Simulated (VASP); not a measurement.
A run of VASP 6.6.1 is set up as follows.

Contents of INCAR:

```
ALGO = Normal
EDIFF = 1E-6
ENCUT = 520
GGA = CA
ISIF = 2
ISMEAR = 0
LASPH = True
LCHARG = False
LREAL = False
LWAVE = False
NBANDS = 16
NELM = 60
PREC = Accurate
SIGMA = 0.05
```

File KPOINTS:

```
k-points
0
Gamma
  9 9 6
```

POSCAR

```
AlN
1.0
    3.0887424016      0.0000000000      0.0000000000
   -1.5443712008      2.6749293856      0.0000000000
    0.0000000000      0.0000000000      4.9437688231
Al N
2 2
Direct
    0.3277647239      0.6666666667      0.0015212672
    0.6722352761      0.3333333333      0.5015212672
    0.3383023831      0.6666666667      0.3834787328
    0.6616976169      0.3333333333      0.8834787328
```

Potentials or basis: VASP PAW LDA potentials, release 64 (Al, N).

Run with:

```sh
$ cat potpaw_LDA.64/Al/POTCAR potpaw_LDA.64/N/POTCAR > POTCAR
$ mpirun -np 1 vasp_std > vasp.out
```

(1) Predict the largest force.

(2) Estimate the pressure.

(3) Estimate the band gap on the k mesh.

Results:

(1) 0.098 eV/Å.

(2) 0.6 GPa.

(3) 4.42 eV, direct.

Caveat: the cell differs from its parent crystal (mode 4 frozen in at -0.017 Å and mode 5 at +0.000 Å (largest displacements)).
